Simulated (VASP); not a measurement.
# Ag (P6_3/mmc) in VASP: notebook

Ag is run at these levels: PBE; tasks: single point.

Everything below comes from runs of VASP 6.6.1. Logs are shortened: lines on timing, memory, paths and dates and some standing lists are left out, and cuts for length are marked.

### Step 1. The cell of the first run

It takes space group P6_3/mmc (No. 194, hexagonal). Conventional cell: a = 2.960 Å, b = 2.960 Å, c = 9.782 Å, α = 90.00°, β = 90.00°, γ = 120.00°. Within 3.9 Å of Ag (site symmetry -6m2) lie 12 Ag at 2.96 to 2.98 Å. Within 3.9 Å of Ag (site symmetry -3m) lie 12 Ag at 2.96 to 2.98 Å.

This isn't the form of Ag at room conditions, which is fcc.

### Step 2. Single point, PBE (18.56 Å³/atom)

Contents of INCAR:

```
PREC = Accurate
ENCUT = 520
EDIFF = 1E-7
ISMEAR = -1
SIGMA = 0.1
LREAL = False
LASPH = True
NELM = 80
ALGO = Normal
ISIF = 2
LWAVE = False
LCHARG = True
GGA = PE
LELF = True
LVHAR = True
NBANDS = 30
```

Contents of KPOINTS:

```
regular mesh
0
Gamma
  16 16 5
```

Contents of POSCAR:

```
Ag
1.0
    2.9603467843      0.0000000000      0.0000000000
   -1.4801733921      2.5637355192      0.0000000000
    0.0000000000      0.0000000000      9.7820789537
Ag
4
Direct
    0.3333333333      0.6666666667      0.2500000000
    0.6666666667      0.3333333333      0.7500000000
    0.0000000000      0.0000000000      0.0000000000
    0.0000000000      0.0000000000      0.5000000000
```

Potentials or basis: VASP PAW PBE potentials, release 64 (Ag).

The run is started by

```
$ cat potpaw_PBE.64/Ag/POTCAR > POTCAR
$ mpirun -np 1 vasp_std > vasp.out
```

OUTCAR:

```text
PREC = Accurate
   ENCUT = 520
   EDIFF = 1E-7
   ISMEAR = -1
   LREAL = False
   LASPH = True
   NELM = 80
   ISIF = 2
   GGA = PE

 ion  position               nearest neighbor table
   1  0.333  0.667  0.250-   3 2.98   4 2.98   3 2.98   4 2.98   3 2.98   4 2.98
   2  0.667  0.333  0.750-   3 2.98   4 2.98   3 2.98   4 2.98   3 2.98   4 2.98
   3  0.000  0.000  0.000-   1 2.98   2 2.98   1 2.98   2 2.98   2 2.98   1 2.98
   4  0.000  0.000  0.500-   1 2.98   2 2.98   1 2.98   2 2.98   2 2.98   1 2.98

  LATTYP: Found a hexagonal cell.
 ALAT       =     2.9603467843
 C/A-ratio  =     3.3043692738

  Lattice vectors:

 A1 = (   2.9603467843,   0.0000000000,   0.0000000000)
 A2 = (  -1.4801733921,   2.5637355192,   0.0000000000)
 A3 = (   0.0000000000,   0.0000000000,   9.7820789537)

Analysis of symmetry for initial positions (statically):
=====================================================================
 Subroutine PRICEL returns:
 Original cell was already a primitive cell.

 Routine SETGRP: Setting up the symmetry group for a
 hexagonal supercell.

 Subroutine GETGRP returns: Found 24 space group operations
 (whereof 12 operations were pure point group operations)
 out of a pool of 24 trial point group operations.

The static configuration has the point symmetry D_3d.
 The point group associated with its full space group is D_6h.

Analysis of symmetry for dynamics (positions and initial velocities):
=====================================================================
 Subroutine PRICEL returns:
 Original cell was already a primitive cell.

 Routine SETGRP: Setting up the symmetry group for a
 hexagonal supercell.

 Subroutine GETGRP returns: Found 24 space group operations
 (whereof 12 operations were pure point group operations)
 out of a pool of 24 trial point group operations.

The dynamic configuration has the point symmetry D_3d.
 The point group associated with its full space group is D_6h.

 Subroutine INISYM returns: Found 24 space group operations
 (whereof 12 operations are pure point group operations),
 and found     1 'primitive' translations

----------------------------------------------------------------------------------------

                                     Primitive cell

  volume of cell :      74.2415

  direct lattice vectors                    reciprocal lattice vectors
     2.960346784  0.000000000  0.000000000     0.337798262  0.195027918  0.000000000
    -1.480173392  2.563735519  0.000000000     0.000000000  0.390055836  0.000000000
     0.000000000  0.000000000  9.782078954     0.000000000  0.000000000  0.102227758

  length of vectors
     2.960346784  2.960346784  9.782078954     0.390055836  0.390055836  0.102227758

  position of ions in fractional coordinates (direct lattice)
     0.333333333  0.666666667  0.250000000
     0.666666667  0.333333333  0.750000000
     0.000000000  0.000000000  0.000000000
     0.000000000  0.000000000  0.500000000

  ion indices of the primitive-cell ions
   primitive index   ion index
                 1           1
                 2           2
                 3           3
                 4           4

----------------------------------------------------------------------------------------

 KPOINTS: regular mesh

Automatic generation of k-mesh.
 Grid dimensions read from file:
 generate k-points for:   16   16    5

 Generating k-lattice:

  Cartesian coordinates                     Fractional coordinates (reciprocal lattice)
     0.021112391  0.012189245  0.000000000     0.062500000  0.000000000  0.000000000
     0.000000000  0.024378490  0.000000000     0.000000000  0.062500000  0.000000000
     0.000000000  0.000000000  0.020445552     0.000000000  0.000000000  0.200000000

  Length of vectors
     0.024378490  0.024378490  0.020445552

  Shift w.r.t. Gamma in fractional coordinates (k-lattice)
     0.000000000  0.000000000  0.000000000

 Subroutine IBZKPT returns following result:
 ===========================================

 Found     90 irreducible k-points:

 Following reciprocal coordinates:
            Coordinates               Weight
  0.000000  0.000000  0.000000      1.000000
  0.062500  0.000000  0.000000      6.000000
  0.125000  0.000000  0.000000      6.000000
  0.187500  0.000000  0.000000      6.000000
  0.250000  0.000000  0.000000      6.000000
  0.312500  0.000000  0.000000      6.000000
[... 16 lines left out ...]
  0.187500  0.187500  0.000000      6.000000
  0.250000  0.187500  0.000000     12.000000
 [... further k-points ...]
   k-points           NKPTS =     90   k-points in BZ     NKDIM =     90   number of bands    NBANDS=     30
   number of dos      NEDOS =    301   number of ions     NIONS =      4
   total plane-waves  NPLWV =  46080
   dimension x,y,z NGX =    24 NGY =   24 NGZ =   80
   dimension x,y,z NGXF=    48 NGYF=   48 NGZF=  160
   ions per type =               4
   NGX,Y,Z   is equivalent  to a cutoff of  13.48, 13.48, 13.60 a.u.
   NGXF,Y,Z  is equivalent  to a cutoff of  26.96, 26.96, 27.19 a.u.
 SYSTEM =  unknown system
   PREC   = accura    normal or accurate (medium, high low for compatibility)
   ISTART =      0    job   : 0-new  1-cont  2-samecut
   ICHARG =      2    charge: 1-file 2-atom 10-const
   ISPIN  =      1    spin polarized calculation?
   LNONCOLLINEAR =      F non collinear calculations
   LSORBIT =      F    spin-orbit coupling
   LASPH  =      T    aspherical Exc in radial PAW
   ENCUT  =  520.0 eV  38.22 Ry    6.18 a.u.   5.50  5.50 18.19*2*pi/ulx,y,z
   NELM   =     80;   NELMIN=  2; NELMDL= -5     # of ELM steps
   EDIFF  = 0.1E-06   stopping-criterion for ELM
   LREAL  =      F    real-space projection
   EDIFFG = 0.1E-05   stopping-criterion for IOM
   NSW    =      0    number of steps for IOM
   IBRION =     -1    ionic relax: 0-MD 1-quasi-New 2-CG
   NFREE  =      0    steps in history (QN), initial steepest desc. (CG)
   ISIF   =      2    stress and relaxation
   ISYM   =      2    0-nonsym 1-usesym 2-fastsym
   POTIM  = 0.5000    time-step for ionic-motion
   TEBEG  =    0.0;   TEEND  =   0.0 temperature during run
   PSTRESS=    0.0 pullay stress
   NELECT =      44.0000    total number of electrons
   NUPDOWN=      -1.0000    fix difference up-down
   EMIN   =  10.00;   EMAX   =-10.00  energy-range for DOS
   EFERMI =   0.00;   METHOD = LEGACY
   ISMEAR =    -1;   SIGMA  =   0.10  broadening in eV -4-tet -1-fermi 0-gaus
   EFERMI_NEDOS =   21; number of points for ismear=-14 and -15
   IALGO  =     38    algorithm
   IMIX   =      4    mixing-type and parameters
     AMIX     =   0.40;   BMIX     =  1.00
     AMIX_MAG =   1.60;   BMIX_MAG =  1.00
  volume/ion in A,a.u.               =      18.56       125.25
  Fermi-wavevector in a.u.,A,eV,Ry     =   1.375129  2.598617 25.728337  1.890979
  Thomas-Fermi vector in A             =   2.500493
   LORBIT       =      0    0 simple, 1 ext, 2 COOP (PROOUT), +10 PAW based schemes
   GGA     = PE    functional components
   LHFCALC =     F    Hartree Fock is set to
   AEXX    =    0.0000 exact exchange contribution
   IVDW    =     0    specifies the selected vdW correction
   LEPSILON=     F    determine dielectric tensor
   LRPA    =     F    only Hartree local field effects (RPA)
 non-spin polarized calculation
  energy-cutoff  :      520.00
  volume of cell :       74.24
 maximum number of plane-waves:      2041
 NGX is ok and might be reduce to    24
   NGX = 11   NGY = 11   NGZ = 37

 number of electron      44.0000008 magnetization

 Free energy of the ion-electron system (eV)
  ---------------------------------------------------
  ext. energy  EPLUGINS =         0.00000000
  ---------------------------------------------------
  free energy    TOTEN  =       -10.85242534 eV

  energy without entropy =      -10.81421565  energy(sigma->0) =      -10.83332049

 E-fermi :   7.2956     XC(G=0): -11.7095

 val. band max:        7.2540943359   @ k =   0.2500   0.0625   0.4000
 cond. band min:       7.3047323123   @ k =   0.5000   0.0000   0.0000
 fundamental gap:      0.0506379765
 Fermi energy:         7.2956448230

 k-point     1 :       0.0000    0.0000    0.0000
  band No.  band energies     occupation
      1       0.1403      2.00000
      2       1.3935      2.00000
      3       1.3956      2.00000
      4       1.4024      2.00000
      5       2.7442      2.00000
      6       2.7872      2.00000
[... 22 lines left out ...]
     29      22.8469      0.00000
     30      23.6378      0.00000

 k-point     2 :       0.0625    0.0000    0.0000
  band No.  band energies     occupation
      1       0.2429      2.00000
      2       1.4625      2.00000
      3       1.4821      2.00000
      4       1.4831      2.00000
      5       2.7369      2.00000
      6       2.7465      2.00000
[... 22 lines left out ...]
     29      22.7573      0.00000
     30      23.0809      0.00000

 k-point     3 :       0.1250    0.0000    0.0000
  band No.  band energies     occupation
      1       0.5396      2.00000
      2       1.6200      2.00000
      3       1.7209      2.00000
      4       1.7210      2.00000
      5       2.5486      2.00000
      6       2.6776      2.00000
[... 22 lines left out ...]
     29      21.8807      0.00000
     30      21.9204      0.00000

 k-point     4 :       0.1875    0.0000    0.0000
  band No.  band energies     occupation
      1       0.9837      2.00000
      2       1.7803      2.00000
      3       1.9679      2.00000
      4       2.0028      2.00000
      5       2.3403      2.00000
      6       2.4570      2.00000
[... 616 lines left out ...]
     29      15.3200      0.00000
     30      15.9526      0.00000

 k-point    23 :       0.1875    0.1875    0.0000
  band No.  band energies     occupation
      1       1.9373      2.00000
      2       1.9947      2.00000
      3       2.0419      2.00000
      4       2.2262      2.00000
      5       2.2310      2.00000
      6       2.2401      2.00000
[... 22 lines left out ...]
     29      17.2772      0.00000
     30      17.4255      0.00000

 k-point    24 :       0.2500    0.1875    0.0000
  band No.  band energies     occupation
      1       1.8490      2.00000
      2       1.8765      2.00000
      3       2.0373      2.00000
      4       2.1465      2.00000
      5       2.2567      2.00000
      6       2.4244      2.00000
[... 22 lines left out ...]
     29      15.4640      0.00000
     30      16.7534      0.00000

 [... further k-points ...]

------------------------ aborting loop because EDIFF is reached ----------------------------------------

  FORCE on cell =-STRESS in cart. coord.  units (eV):
  Direction    XX          YY          ZZ          XY          YZ          ZX
  --------------------------------------------------------------------------------------
  -------------------------------------------------------------------------------------
  Total       -1.3175677     -1.3175677     -1.7307723     -0.0000000      0.0000000      0.0000000
  in kB      -28.4339073    -28.4339073    -37.3511121     -0.0000000      0.0000000      0.0000000
  external PRESSURE =     -31.4063089 kB  Pullay stress =       0.0000000 kB

 VOLUME and BASIS-vectors are now :
 -----------------------------------------------------------------------------
  energy-cutoff  :      520.00
  volume of cell :       74.24
      direct lattice vectors                 reciprocal lattice vectors
     2.960346784  0.000000000  0.000000000     0.337798262  0.195027918  0.000000000
    -1.480173392  2.563735519  0.000000000     0.000000000  0.390055836  0.000000000
     0.000000000  0.000000000  9.782078954     0.000000000  0.000000000  0.102227758

 POSITION                                       TOTAL-FORCE (eV/Angst)
 -----------------------------------------------------------------------------------
     -0.00000      1.70916      2.44552        -0.000000      0.000000      0.000000
      1.48017      0.85458      7.33656         0.000000     -0.000000     -0.000000
      0.00000      0.00000      0.00000        -0.000000      0.000000     -0.000000
      0.00000      0.00000      4.89104        -0.000000      0.000000     -0.000000
 -----------------------------------------------------------------------------------
    total drift:                               -0.000000      0.000000     -0.000000

  FREE ENERGIE OF THE ION-ELECTRON SYSTEM (eV)
  ---------------------------------------------------
  free  energy   TOTEN  =       -10.8524253366 eV

  energy  without entropy=      -10.8142156505  energy(sigma->0) =      -10.83332049
```

Wall time 1.9 min (1 thread of Intel Xeon Platinum 8488C (Sapphire Rapids), shared host); peak memory 0.28 GiB.

Results:

| Property | Result |
| --- | --- |
| Free energy | -10.8524 eV |
| Pressure | -3.1 GPa |
| Band gap on the k mesh | zero (bands 22 and 23 overlap by 6.47 eV) |

Stress tensor (GPa, compression positive):
```
-2.84  0.00  0.00
 0.00 -2.84  0.00
 0.00  0.00 -3.74
```

Caveat: the cell stands under tension.

### Step 3. Single point, PBE (19.27 Å³/atom)

This run uses another cell than the first one, of 19.27 Å³/atom.

Contents of INCAR:

```
SYSTEM = Ag
PREC = Accurate ; ENCUT = 520
EDIFF = 1E-7 ; ISMEAR = -1
SIGMA = 0.1 ; LREAL = .False.
LASPH = .True. ; NELM = 100
ALGO = Normal ; ISIF = 2
LWAVE = .False. ; LCHARG = .False.
GGA = PE ; NBANDS = 30
```

Contents of KPOINTS:

```
regular mesh
0
Gamma
  16 16 5
  0 0 0
```

Contents of POSCAR:

```
Ag
1.0
    2.9978235069      0.0000000000      0.0000000000
   -1.4989117534      2.5961913130      0.0000000000
    0.0000000000      0.0000000000      9.9059158842
Ag
4
Direct
    0.3333333333      0.6666666667      0.2500000000
    0.6666666667      0.3333333333      0.7500000000
    0.0000000000      0.0000000000      0.0000000000
    0.0000000000      0.0000000000      0.5000000000
```

Potentials or basis: VASP PAW PBE potentials, release 64 (Ag).

The run is started by

```
$ cat potpaw_PBE.64/Ag/POTCAR > POTCAR
$ mpirun -np 1 vasp_std > vasp.out
```

Run time: 2 min. Hardware: 1 thread of Intel Xeon Platinum 8488C (Sapphire Rapids), shared host; peak memory 0.29 GiB.

Results (log left out):

- Free energy: -10.7754 eV
- Pressure: -5.5 GPa
- Band gap on the k mesh: zero (bands 22 and 23 overlap by 6.35 eV)

Stress tensor (GPa, compression positive):
```
-5.30  0.00  0.00
 0.00 -5.30  0.00
 0.00  0.00 -6.04
```

Levels at points of the mesh, in eV from the Fermi level:
```csv
k point,band 20,band 21,band 22,band 23,band 24,band 25
"(0.00, 0.00, 0.00)",-3.29,-3.29,-2.98,-2.98,-0.15,2.83
"(0.50, 0.00, 0.00)",-2.80,0.07,0.93,0.93,1.47,3.72
```

Caveat: the cell stands under tension.

The gap in the log of VASP goes by the Fermi energy; the results here count the filled bands.